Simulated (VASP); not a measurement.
# Mo2Ru3 (P6_3/mmc) in VASP: single point with PBE

Aim: the single point of Mo2Ru3 with PBE.

All numbers are computed with VASP 6.6.1; they aren't measurements. Logs are shortened: lines on timing, memory, paths and dates and some standing lists are left out, and cuts for length are marked.

## Step 1: The cell of the first run

Symmetry: P6_3/mmc, No. 194, hexagonal system. Conventional cell: a = 2.765 Å, b = 2.765 Å, c = 22.014 Å, α = 90.00°, β = 90.00°, γ = 120.00°. Mo (site symmetry 3m) has 6 Ru at 2.70 to 2.74 Å and 6 Mo at 2.76 Å within 3.6 Å. Within 3.6 Å of Ru (site symmetry 3m) lie 3 Mo at 2.70 Å and 9 Ru at 2.70 to 2.76 Å. Within 3.6 Å of Ru (site symmetry -6m2) lie 6 Mo at 2.74 Å and 6 Ru at 2.76 Å.

## Step 2: Single point, PBE

Contents of INCAR:

```
SYSTEM = Mo2Ru3
ALGO = Fast
EDIFF = 1E-7
ENCUT = 520
GGA = PE
ISIF = 2
ISMEAR = 0
LASPH = .True.
LCHARG = .False.
LREAL = .False.
LWAVE = .False.
NBANDS = 81
NELM = 60
PREC = Accurate
SIGMA = 0.1
```

Contents of KPOINTS:

```
k-points
0
Gamma
  18 18 2
  0 0 0
```

Contents of POSCAR:

```
Mo2Ru3
1.0
    2.7645906109      0.0000000000      0.0000000000
   -1.3822953054      2.3942057001      0.0000000000
    0.0000000000      0.0000000000     22.0135468443
Mo Ru
4 6
Direct
    0.3333333333      0.6666666667      0.6487154453
    0.3333333333      0.6666666667      0.8512845547
    0.6666666667      0.3333333333      0.1487154453
    0.6666666667      0.3333333333      0.3512845547
    0.3333333333      0.6666666667      0.0495969365
    0.3333333333      0.6666666667      0.2500000000
    0.3333333333      0.6666666667      0.4504030635
    0.6666666667      0.3333333333      0.7500000000
    0.6666666667      0.3333333333      0.9504030635
    0.6666666667      0.3333333333      0.5495969365
```

Potentials or basis: VASP PAW PBE potentials, release 64 (Mo_sv, Ru_pv).

Run with:

```sh
cat potpaw_PBE.64/Mo_sv/POTCAR potpaw_PBE.64/Ru_pv/POTCAR > POTCAR
mpirun -np 1 vasp_std > vasp.out
```

OUTCAR:

```text
SYSTEM = Mo2Ru3
   EDIFF = 1E-7
   ENCUT = 520
   GGA = PE
   ISIF = 2
   ISMEAR = 0
   LASPH = .True.
   LREAL = .False.
   NELM = 60
   PREC = Accurate

 ion  position               nearest neighbor table
   1  0.333  0.667  0.649-  10 2.70  10 2.70  10 2.70   8 2.74   8 2.74   8 2.74
   2  0.333  0.667  0.851-   9 2.70   9 2.70   9 2.70   8 2.74   8 2.74   8 2.74
   3  0.667  0.333  0.149-   5 2.70   5 2.70   5 2.70   6 2.74   6 2.74   6 2.74
   4  0.667  0.333  0.351-   7 2.70   7 2.70   7 2.70   6 2.74   6 2.74   6 2.74
   5  0.333  0.667  0.050-   3 2.70   3 2.70   3 2.70   9 2.70   9 2.70   9 2.70
   6  0.333  0.667  0.250-   3 2.74   4 2.74   3 2.74   4 2.74   3 2.74   4 2.74
   7  0.333  0.667  0.450-   4 2.70   4 2.70   4 2.70  10 2.70  10 2.70  10 2.70
   8  0.667  0.333  0.750-   1 2.74   2 2.74   1 2.74   2 2.74   1 2.74   2 2.74
   9  0.667  0.333  0.950-   2 2.70   2 2.70   2 2.70   5 2.70   5 2.70   5 2.70
  10  0.667  0.333  0.550-   1 2.70   1 2.70   1 2.70   7 2.70   7 2.70   7 2.70

  LATTYP: Found a hexagonal cell.
 ALAT       =     2.7645906109
 C/A-ratio  =     7.9626787263

  Lattice vectors:

 A1 = (   2.7645906109,   0.0000000000,   0.0000000000)
 A2 = (  -1.3822953054,   2.3942057001,   0.0000000000)
 A3 = (   0.0000000000,   0.0000000000,  22.0135468443)

Analysis of symmetry for initial positions (statically):
=====================================================================
 Subroutine PRICEL returns:
 Original cell was already a primitive cell.

 Routine SETGRP: Setting up the symmetry group for a
 hexagonal supercell.

 Subroutine GETGRP returns: Found 24 space group operations
 (whereof 12 operations were pure point group operations)
 out of a pool of 24 trial point group operations.

The static configuration has the point symmetry D_3d.
 The point group associated with its full space group is D_6h.

Analysis of symmetry for dynamics (positions and initial velocities):
=====================================================================
 Subroutine PRICEL returns:
 Original cell was already a primitive cell.

 Routine SETGRP: Setting up the symmetry group for a
 hexagonal supercell.

 Subroutine GETGRP returns: Found 24 space group operations
 (whereof 12 operations were pure point group operations)
 out of a pool of 24 trial point group operations.

The dynamic configuration has the point symmetry D_3d.
 The point group associated with its full space group is D_6h.

 Subroutine INISYM returns: Found 24 space group operations
 (whereof 12 operations are pure point group operations),
 and found     1 'primitive' translations

----------------------------------------------------------------------------------------

                                     Primitive cell

  volume of cell :     145.7076

  direct lattice vectors                    reciprocal lattice vectors
     2.764590611  0.000000000  0.000000000     0.361717209  0.208837528  0.000000000
    -1.382295305  2.394205700  0.000000000     0.000000000  0.417675056  0.000000000
     0.000000000  0.000000000 22.013546844     0.000000000  0.000000000  0.045426573

  length of vectors
     2.764590611  2.764590611 22.013546844     0.417675056  0.417675056  0.045426573

  position of ions in fractional coordinates (direct lattice)
     0.333333333  0.666666667  0.648715445
     0.333333333  0.666666667  0.851284555
     0.666666667  0.333333333  0.148715445
     0.666666667  0.333333333  0.351284555
     0.333333333  0.666666667  0.049596937
     0.333333333  0.666666667  0.250000000
     0.333333333  0.666666667  0.450403063
     0.666666667  0.333333333  0.750000000
     0.666666667  0.333333333  0.950403063
     0.666666667  0.333333333  0.549596937

  ion indices of the primitive-cell ions
   primitive index   ion index
                 1           1
                 2           2
                 3           3
                 4           4
                 5           5
                 6           6
                 7           7
                 8           8
                 9           9
                10          10

----------------------------------------------------------------------------------------

 KPOINTS: k-points

Automatic generation of k-mesh.
 Grid dimensions read from file:
 generate k-points for:   18   18    2

 Generating k-lattice:

  Cartesian coordinates                     Fractional coordinates (reciprocal lattice)
     0.020095401  0.011602085  0.000000000     0.055555556  0.000000000  0.000000000
     0.000000000  0.023204170  0.000000000     0.000000000  0.055555556  0.000000000
     0.000000000  0.000000000  0.022713287     0.000000000  0.000000000  0.500000000

  Length of vectors
     0.023204170  0.023204170  0.022713287

  Shift w.r.t. Gamma in fractional coordinates (k-lattice)
     0.000000000  0.000000000  0.000000000

 Subroutine IBZKPT returns following result:
 ===========================================

 Found     74 irreducible k-points:

 Following reciprocal coordinates:
            Coordinates               Weight
  0.000000  0.000000  0.000000      1.000000
  0.055556 -0.000000  0.000000      6.000000
  0.111111 -0.000000  0.000000      6.000000
  0.166667 -0.000000  0.000000      6.000000
  0.222222  0.000000  0.000000      6.000000
  0.277778  0.000000  0.000000      6.000000
[... 16 lines left out ...]
  0.333333  0.111111  0.000000     12.000000
  0.388889  0.111111  0.000000     12.000000
 [... further k-points ...]
   k-points           NKPTS =     74   k-points in BZ     NKDIM =     74   number of bands    NBANDS=     81
   number of dos      NEDOS =    301   number of ions     NIONS =     10
   total plane-waves  NPLWV =  96768
   dimension x,y,z NGX =    24 NGY =   24 NGZ =  168
   dimension x,y,z NGXF=    48 NGYF=   48 NGZF=  336
   ions per type =               4   6
   NGX,Y,Z   is equivalent  to a cutoff of  14.43, 14.43, 12.69 a.u.
   NGXF,Y,Z  is equivalent  to a cutoff of  28.86, 28.86, 25.37 a.u.
 SYSTEM =  Mo2Ru3
   PREC   = accura    normal or accurate (medium, high low for compatibility)
   ISTART =      0    job   : 0-new  1-cont  2-samecut
   ICHARG =      2    charge: 1-file 2-atom 10-const
   ISPIN  =      1    spin polarized calculation?
   LNONCOLLINEAR =      F non collinear calculations
   LSORBIT =      F    spin-orbit coupling
   LASPH  =      T    aspherical Exc in radial PAW
   ENCUT  =  520.0 eV  38.22 Ry    6.18 a.u.   5.14  5.14 40.93*2*pi/ulx,y,z
   NELM   =     60;   NELMIN=  2; NELMDL= -5     # of ELM steps
   EDIFF  = 0.1E-06   stopping-criterion for ELM
   LREAL  =      F    real-space projection
   EDIFFG = 0.1E-05   stopping-criterion for IOM
   NSW    =      0    number of steps for IOM
   IBRION =     -1    ionic relax: 0-MD 1-quasi-New 2-CG
   NFREE  =      0    steps in history (QN), initial steepest desc. (CG)
   ISIF   =      2    stress and relaxation
   ISYM   =      2    0-nonsym 1-usesym 2-fastsym
   POTIM  = 0.5000    time-step for ionic-motion
   TEBEG  =    0.0;   TEEND  =   0.0 temperature during run
   PSTRESS=    0.0 pullay stress
   NELECT =     140.0000    total number of electrons
   NUPDOWN=      -1.0000    fix difference up-down
   EMIN   =  10.00;   EMAX   =-10.00  energy-range for DOS
   EFERMI =   0.00;   METHOD = LEGACY
   ISMEAR =     0;   SIGMA  =   0.10  broadening in eV -4-tet -1-fermi 0-gaus
   EFERMI_NEDOS =   21; number of points for ismear=-14 and -15
   IALGO  =     68    algorithm
   IMIX   =      4    mixing-type and parameters
     AMIX     =   0.40;   BMIX     =  1.00
     AMIX_MAG =   1.60;   BMIX_MAG =  1.00
  volume/ion in A,a.u.               =      14.57        98.33
  Fermi-wavevector in a.u.,A,eV,Ry     =   1.615437  3.052734 35.506271  2.609637
  Thomas-Fermi vector in A             =   2.710185
   LORBIT       =      0    0 simple, 1 ext, 2 COOP (PROOUT), +10 PAW based schemes
   GGA     = PE    functional components
   LHFCALC =     F    Hartree Fock is set to
   AEXX    =    0.0000 exact exchange contribution
   IVDW    =     0    specifies the selected vdW correction
   LEPSILON=     F    determine dielectric tensor
   LRPA    =     F    only Hartree local field effects (RPA)
 non-spin polarized calculation
 RMM-DIIS sequential band-by-band and
 Gauss-broadening in eV      SIGMA  =   0.10
  energy-cutoff  :      520.00
  volume of cell :      145.71
 maximum number of plane-waves:      3954
 NGX is ok and might be reduce to    24
   NGX = 11   NGY = 11   NGZ = 81

 number of electron     140.0000008 magnetization

 Free energy of the ion-electron system (eV)
  ---------------------------------------------------
  ext. energy  EPLUGINS =         0.00000000
  ---------------------------------------------------
  free energy    TOTEN  =       -98.66583241 eV

  energy without entropy =      -98.62932997  energy(sigma->0) =      -98.64758119

 E-fermi :  12.1697     XC(G=0): -13.7196

 val. band max:       12.1687534173   @ k =   0.1667  -0.0000   0.5000
 cond. band min:      12.1708519805   @ k =   0.3889   0.0000   0.0000
 fundamental gap:      0.0020985632
 Fermi energy:        12.1697296641

 k-point     1 :       0.0000    0.0000    0.0000
  band No.  band energies     occupation
      1     -48.5715      2.00000
      2     -48.5714      2.00000
      3     -48.5705      2.00000
      4     -48.5705      2.00000
      5     -30.7271      2.00000
      6     -30.7266      2.00000
[... 73 lines left out ...]
     80      13.1184      0.00000
     81      13.8130      0.00000

 k-point     2 :       0.0556   -0.0000    0.0000
  band No.  band energies     occupation
      1     -48.5656      2.00000
      2     -48.5656      2.00000
      3     -48.5647      2.00000
      4     -48.5647      2.00000
      5     -30.7221      2.00000
      6     -30.7217      2.00000
[... 73 lines left out ...]
     80      13.1328      0.00000
     81      13.2490      0.00000
[... 1762 lines left out ...]
     80      14.5820      0.00000
     81      14.7695      0.00000

 k-point    24 :       0.3889    0.1111    0.0000
  band No.  band energies     occupation
      1     -48.3743      2.00000
      2     -48.3742      2.00000
      3     -48.3742      2.00000
      4     -48.3742      2.00000
      5     -30.7996      2.00000
      6     -30.7996      2.00000
[... 73 lines left out ...]
     80      15.0981      0.00000
     81      15.2213      0.00000

 [... further k-points ...]
[... 5 lines left out ...]
  --------------------------------------------------------------------------------------
  -------------------------------------------------------------------------------------
  Total        0.1584713      0.1584713      0.1457605      0.0000000      0.0000000     -0.0000000
  in kB        1.7425246      1.7425246      1.6027590      0.0000000      0.0000000     -0.0000000
  external PRESSURE =       1.6959361 kB  Pullay stress =       0.0000000 kB

 VOLUME and BASIS-vectors are now :
 -----------------------------------------------------------------------------
  energy-cutoff  :      520.00
  volume of cell :      145.71
      direct lattice vectors                 reciprocal lattice vectors
     2.764590611  0.000000000  0.000000000     0.361717209  0.208837528  0.000000000
    -1.382295305  2.394205700  0.000000000     0.000000000  0.417675056  0.000000000
     0.000000000  0.000000000 22.013546844     0.000000000  0.000000000  0.045426573

 POSITION                                       TOTAL-FORCE (eV/Angst)
 -----------------------------------------------------------------------------------
     -0.00000      1.59614     14.28053         0.000000     -0.000000     -0.000157
     -0.00000      1.59614     18.73979         0.000000     -0.000000      0.000157
      1.38230      0.79807      3.27375        -0.000000     -0.000000     -0.000157
      1.38230      0.79807      7.73302        -0.000000      0.000000      0.000157
     -0.00000      1.59614      1.09180         0.000000     -0.000000     -0.015675
     -0.00000      1.59614      5.50339        -0.000000      0.000000      0.000000
     -0.00000      1.59614      9.91497        -0.000000      0.000000      0.015675
      1.38230      0.79807     16.51016         0.000000     -0.000000      0.000000
      1.38230      0.79807     20.92174         0.000000      0.000000      0.015675
      1.38230      0.79807     12.09858         0.000000     -0.000000     -0.015675
 -----------------------------------------------------------------------------------
    total drift:                               -0.000001      0.000000     -0.000000

  FREE ENERGIE OF THE ION-ELECTRON SYSTEM (eV)
  ---------------------------------------------------
  free  energy   TOTEN  =       -98.6658324145 eV

  energy  without entropy=      -98.6293299689  energy(sigma->0) =      -98.64758119
```

It took 31 min on 1 thread of Intel Xeon 6975P-C, shared host; peak memory 0.73 GiB.

Results:

- Free energy: -98.6658 eV
- Pressure: 0.2 GPa
- Largest force: 0.016 eV/Å
- Band gap on the k mesh: zero (band 70 reaches 13.72 eV, above the bottom of band 71 at 11.41 eV)

Forces on the atoms (eV/Å):
```
Mo   0.000  0.000  0.000
Mo   0.000  0.000  0.000
Mo   0.000  0.000  0.000
Mo   0.000  0.000  0.000
Ru   0.000  0.000 -0.016
Ru   0.000  0.000  0.000
Ru   0.000  0.000  0.016
Ru   0.000  0.000  0.000
Ru   0.000  0.000  0.016
Ru   0.000  0.000 -0.016
```

Levels at points of the mesh, in eV from the Fermi level:
```csv
k point,band 68,band 69,band 70,band 71,band 72,band 73
"(0.00, 0.00, 0.00)",-0.86,-0.86,-0.72,-0.72,-0.58,-0.58
"(0.50, 0.00, 0.00)",1.03,1.33,1.55,1.69,1.77,1.79
"(0.00, 0.00, 0.50)",-0.83,-0.83,-0.83,-0.40,-0.40,-0.31
"(0.50, 0.00, 0.50)",1.25,1.48,1.48,1.73,1.73,1.79
```
